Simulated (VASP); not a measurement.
Here is a VASP 6.6.1 calculation.

Contents of INCAR:

```
SYSTEM = PbS
PREC = Accurate ; ENCUT = 600
EDIFF = 1E-7 ; ISMEAR = -1
SIGMA = 0.05 ; LREAL = .FALSE.
LASPH = .TRUE. ; NELM = 100
ALGO = Normal ; ISIF = 3
LWAVE = .FALSE. ; LCHARG = .FALSE.
IBRION = 2 ; NSW = 60
EDIFFG = -0.01
```

KPOINTS

```
Automatic mesh
0
G
  7 7 7
  0 0 0
```

File POSCAR:

```
PbS
1.0
    3.6536590000      0.0000000000      0.0000000000
    0.0000000000      3.6536590000      0.0000000000
    0.0000000000      0.0000000000      3.6536590000
Pb S
1 1
Direct
    0.0000000000      0.0000000000      0.0000000000
    0.5000000000      0.5000000000      0.5000000000
```

Potentials or basis: VASP PAW LDA potentials, release 64 (Pb_d, S).

The run is started by

```sh
$ cat potpaw_LDA.64/Pb_d/POTCAR potpaw_LDA.64/S/POTCAR > POTCAR
$ mpirun -np 1 vasp_std > vasp.out
```

**Question.** What does it give for the relaxed cell?

**Answer.** a = 3.541 Å, b = 3.541 Å, c = 3.541 Å, α = 90.00°, β = 90.00°, γ = 90.00°.

**Question.** What does it give for the relaxed volume?

**Answer.** 22.21 Å³/atom.

The path:
```tsv
step	energy change (eV)	largest force (eV/Å)	pressure (GPa)	volume (Å³)
1	0.0000	0.0000	-5.25	48.77
2	-0.0730	0.0000	1.94	43.34
3	-0.0794	0.0000	0.02	44.42
```
